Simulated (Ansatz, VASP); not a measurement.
## Two plane-wave programs on La2FeSi3

INCAR

```
SYSTEM = La2FeSi3
PREC = Accurate
ENCUT = 520
EDIFF = 1E-7
ISMEAR = -1
SIGMA = 0.05
LREAL = .FALSE.
LASPH = .TRUE.
NELM = 150
ALGO = Normal
ISIF = 2
LWAVE = .FALSE.
LCHARG = .TRUE.
ISPIN = 2
MAGMOM = 0 0 3 0 0 0
LORBIT = 11
LMAXMIX = 6
GGA = PE
LELF = .TRUE.
LVHAR = .TRUE.
NBANDS = 34
```

The input KPOINTS:

```
regular mesh
0
G
  8 8 3
  0 0 0
```

The input POSCAR:

```
La2FeSi3
1.0
    4.0427717803      0.0000000000      0.0000000000
   -2.0213858901      3.5011430634      0.0000000000
    0.0000000000      0.0000000000      8.7479690000
La Fe Si
2 1 3
Direct
    0.6666666667      0.3333333333      0.2571100000
    0.6666666667      0.3333333333      0.7428900000
    0.0000000000      0.0000000000      0.5000000000
    0.3333333333      0.6666666667      0.0000000000
    0.3333333333      0.6666666667      0.5000000000
    0.0000000000      0.0000000000      0.0000000000
```

The input input.yaml:

```yaml
crystal:
  lattice:
    - [4.0427717803, 0.0, 0.0]
    - [-2.0213858901, 3.5011430634, 0.0]
    - [0.0, 0.0, 8.747969]
  atoms:
    - { symbol: La, position: [0.6666666667, 0.3333333333, 0.25711] }
    - { symbol: La, position: [0.6666666667, 0.3333333333, 0.74289] }
    - { symbol: Fe, position: [0.0, 0.0, 0.5], spin: 3.0 }
    - { symbol: Si, position: [0.3333333333, 0.6666666667, 0.0] }
    - { symbol: Si, position: [0.3333333333, 0.6666666667, 0.5] }
    - { symbol: Si, position: [0.0, 0.0, 0.0] }
hamiltonian:
  xc: pbe
  pseudopotentials: { kind: paw }
magnetization:
  spin_polarized: true
kpoints:
  mp_grid: { grid: [8, 8, 3] }
scf:
  occupations: { method: fermi_dirac, width: 0.05 }
output:
  forces: true
  stress: true
  eigenvalues: true
```

Alike in both runs: task single point; functional PBE; k mesh 8 × 8 × 3; occupations fermi-dirac, width 0.05 eV; collinear spin.

|  | VASP | Ansatz |
| --- | --- | --- |
| version | VASP 6.6.1 | Ansatz 0.2.0 |
| potentials or method | VASP PAW PBE potentials, release 64 (La, Fe, Si) | Ansatz PAW |
| plane-wave cutoff (eV) | 520 | 420 |
| valence electrons in the cell | 42 | 50 |

```csv
,VASP,Ansatz,Ansatz less VASP
gap on the k mesh at the Fermi level (eV),none,none,-
pressure (GPa),2.0,2.2,+0.16
"traceless stress, the component that is largest in VASP (GPa)",-0.60,-0.55,+0.045
rms of the force components (eV/Å),0.021,0.021,+0.0003
net moment per atom (μB),0.20,0.21,+0.006
size of the moment on the site where the two differ most (μB),1.19,1.16,-0.024
```

Site moments also hang on the region over which each program counts them. Atom by atom the forces differ by 0.000 eV/Å (rms over components). A gap of «none» marks a metal or a gap that the smearing closes. The functional is the same, so the differences come from potentials, cutoffs and numerics. VASP's potentials hold 42 valence electrons a cell and Ansatz's 50, so a difference there can come from the potentials and not from the codes.

Neither program's run includes spin-orbit coupling.
